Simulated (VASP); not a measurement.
Input of a VASP 6.6.1 run:

The input INCAR:

```
PREC     = Accurate       # precision mode
ENCUT    = 500            # plane-wave cutoff, eV
EDIFF    = 1E-6           # SCF threshold, eV
ISMEAR   = -1             # smearing method
SIGMA    = 0.05           # smearing width, eV
LREAL    = False          # projectors in reciprocal space
LASPH    = True           # aspherical terms in the spheres
NELM     = 120            # most SCF steps
ALGO     = Normal         # electronic algorithm
ISIF     = 2              # what is computed and relaxed
LWAVE    = False          # write WAVECAR
LCHARG   = False          # write CHGCAR
GGA      = PS             # functional
NBANDS   = 16             # bands
GGA_COMPAT= False
```

The input KPOINTS:

```
Automatic mesh
0
Gamma
  9 9 9
```

Contents of POSCAR:

```
ZnS
1.0
    0.0000000000      2.4816295206      2.4816295206
    2.4816295206      0.0000000000      2.4816295206
    2.4816295206      2.4816295206      0.0000000000
Zn S
1 1
Direct
    0.7500000000      0.7500000000      0.7500000000
    0.0000000000      0.0000000000      0.0000000000
```

Potentials or basis: VASP PAW PBE potentials, release 64 (Zn, S).

Command:

```console
$ cat potpaw_PBE.64/Zn/POTCAR potpaw_PBE.64/S/POTCAR > POTCAR
$ mpirun -np 1 vasp_std > vasp.out
```

Question: Predict the band gap on the k mesh.

Answer: 2.62 eV (least direct gap 3.15 eV).

Question: Predict the pressure.

Answer: 30.4 GPa.

Caveat: the cell stands under pressure; the PAW data sets were made with another functional, which shifts forces and pressure a little; an odd mesh through Γ misses points on the zone boundary, where band edges can lie.
